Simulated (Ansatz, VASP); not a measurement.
# Two plane-wave programs on SiC

```
CELL_PARAMETERS angstrom
0.00000 2.17805 2.17805
2.14299 0.00000 2.17805
2.14299 2.17805 0.00000
ATOMIC_POSITIONS crystal
Si 0.00000 0.00000 0.00000
C 0.25000 0.25000 0.25000
```

Change from the starting cell: uniaxial_x strain -1.6%.

Alike in both runs: task single point; functional PBE; k mesh 10 × 10 × 10; occupations fermi-dirac, width 0.02 eV; no spin polarisation.

|  | VASP | Ansatz |
| --- | --- | --- |
| version | VASP 6.6.1 | Ansatz 0.2.0 |
| potentials or method | VASP PAW PBE potentials, release 64 (Si, C) | plane waves, PAW |
| plane-wave cutoff (eV) | 520 | 420 |
| valence electrons in the cell | 8 | 8 |

Ansatz gave:

| Property | Result |
| --- | --- |
| gap on the k mesh at the Fermi level (eV) | 1.17 |
| pressure (GPa) | 7.3 |
| traceless stress, the component that is largest in VASP (GPa) | 2.68 |

Q: Which values does VASP return?

A: gap on the k mesh at the Fermi level (eV): 1.17; pressure (GPa): 7.3; traceless stress, the component that is largest in VASP (GPa): 2.69.
